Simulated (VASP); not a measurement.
A run of VASP 6.6.1 is set up as follows.

The input POSCAR:

```
GaN
1.0
    0.0000000000      2.2535006075      2.2535006075
    2.2535006075      0.0000000000      2.2535006075
    2.2535006075      2.2535006075      0.0000000000
Ga N
1 1
Direct
    0.0000000000      0.0000000000      0.0000000000
    0.2500000000      0.2500000000      0.2500000000
```

Contents of INCAR.step1:

```
SYSTEM = GaN
ALGO = Normal ; EDIFF = 1E-5
ENCUT = 520 ; GGA = PE
ISIF = 2 ; ISMEAR = -1
LASPH = .True. ; LREAL = .False.
LWAVE = .True. ; NBANDS = 16
NELM = 80 ; PREC = Accurate
SIGMA = 0.05
```

File INCAR.step2:

```
SYSTEM = GaN
AEXX = 0.25 ; ALGO = Normal
EDIFF = 1E-6 ; ENCUT = 520
GGA = PE ; HFSCREEN = 0.4
ISIF = 2 ; ISMEAR = -1
ISTART = 1 ; LASPH = .True.
LCHARG = .True. ; LELF = .True.
LHFCALC = .True. ; LREAL = .False.
LVHAR = .True. ; LWAVE = .False.
NBANDS = 16 ; NELM = 80
PREC = Accurate ; PRECFOCK = Normal
SIGMA = 0.05
```

The input KPOINTS:

```
k-points
0
Gamma
  5 5 5
  0 0 0
```

Potentials or basis: VASP PAW PBE potentials, release 64 (Ga_d, N).

Launch:

```console
$ cat potpaw_PBE.64/Ga_d/POTCAR potpaw_PBE.64/N/POTCAR > POTCAR
$ cp INCAR.step1 INCAR
$ mpirun -np 1 vasp_std > vasp.out
$ cp INCAR.step2 INCAR
$ mpirun -np 1 vasp_std > vasp.out
```

(1) Estimate the band gap on the k mesh.

(2) Estimate the pressure.

Answers

(1) 2.58 eV.

(2) -0.3 GPa.

Caveat: the k points lie up to 0.48 Å⁻¹ apart; the PAW data sets were made with another functional, which shifts forces and pressure a little.
